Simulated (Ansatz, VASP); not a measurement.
## Sb: VASP beside Ansatz

Contents of INCAR:

```
PREC = Accurate ; ENCUT = 520
EDIFF = 1E-8 ; ISMEAR = -1
SIGMA = 0.03 ; LREAL = False
LASPH = True ; NELM = 60
ALGO = Normal ; ISIF = 2
LWAVE = False ; LCHARG = False
GGA = PS ; LEFG = True
NBANDS = 8
```

Contents of KPOINTS:

```
Automatic mesh
0
Gamma
  13 13 15
```

POSCAR

```
Sb
1.0
   -1.4850750000      1.5098750000      2.4800000000
    1.5098750000     -1.4850750000      2.4800000000
    1.5001250000      1.5001250000     -2.4649500000
Sb
1
Direct
    0.0000000000      0.0000000000      0.0000000000
```

Input for Ansatz:

```yaml
crystal:
  lattice:
    - [-1.485075, 1.509875, 2.48]
    - [1.509875, -1.485075, 2.48]
    - [1.500125, 1.500125, -2.46495]
  atoms:
    - { symbol: Sb, position: [0.0, 0.0, 0.0] }
kpoints:
  mp_grid: { grid: [13, 13, 15] }
scf:
  occupations: { method: fermi_dirac, width: 0.03 }
hamiltonian:
  xc: pbesol
  pseudopotentials: { kind: all_electron, datasets: crystal }
output:
  forces: true
  stress: true
  eigenvalues: true
  efg: { contact_densities: true }
```

Change from the starting cell: equal xy, yz and zx shear strains of +1 %, crystal datasets.

Alike in both runs: task electric field gradients; functional PBEsol; k mesh 13 × 13 × 15; occupations fermi-dirac, width 0.03 eV; no spin polarisation.

```csv
,VASP,Ansatz
version,VASP 6.6.1,Ansatz 0.2.0
potentials or method,"VASP PAW PBE potentials, release 64 (Sb), cutoff 520 eV","all-electron PAW with datasets made for the crystal, scalar-relativistic"
```

VASP gave:

* pressure (GPa): 15.5
* traceless stress, the component that is largest in VASP (GPa): -1.73
* size of Vzz on the site where it differs most (V/Å²): 43.1

Task: What did Ansatz give for the same quantities?

Result: Pressure (GPa): 15.3; traceless stress, the component that is largest in VASP (GPa): -1.61; size of Vzz on the site where it differs most (V/Å²): 43.9.

VASP's potentials were made for PBE, not for PBEsol. Ansatz ran all-electron here, and VASP with PAW potentials.

Spin-orbit coupling is off throughout.
